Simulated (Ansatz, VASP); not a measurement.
## Two plane-wave programs on Ir

```
Ir
1.0
     0.00000    2.10532    1.71352
     2.10532    0.00000    1.71352
     2.10532    2.10532    0.00000
Ir
1
Cartesian
  0.0000 0.0000 0.0000
```

Alike in both runs: task single point; functional PBE; k mesh 22 × 22 × 22; occupations gaussian, width 0.15 eV; no spin polarisation.

|  | VASP | Ansatz |
| --- | --- | --- |
| version | VASP 6.6.1 | Ansatz 0.2.0 |
| potentials or method | VASP PAW PBE potentials, release 64 (Ir), cutoff 520 eV | scalar-relativistic, plane waves, PAW |
| valence electrons in the cell | 9 | 17 |

|  | VASP | Ansatz | Ansatz less VASP |
| --- | --- | --- | --- |
| gap on the k mesh at the Fermi level (eV) | none | none | - |
| pressure (GPa) | -7.4 | -7.9 | -0.49 |
| traceless stress, the component that is largest in VASP (GPa) | 28.02 | 28.23 | +0.218 |

A gap of «none» marks a metal or a gap that the smearing closes. VASP's potentials hold 9 valence electrons a cell and Ansatz's 17, so a difference there can come from the potentials and not from the codes.

Spin-orbit coupling is off throughout.
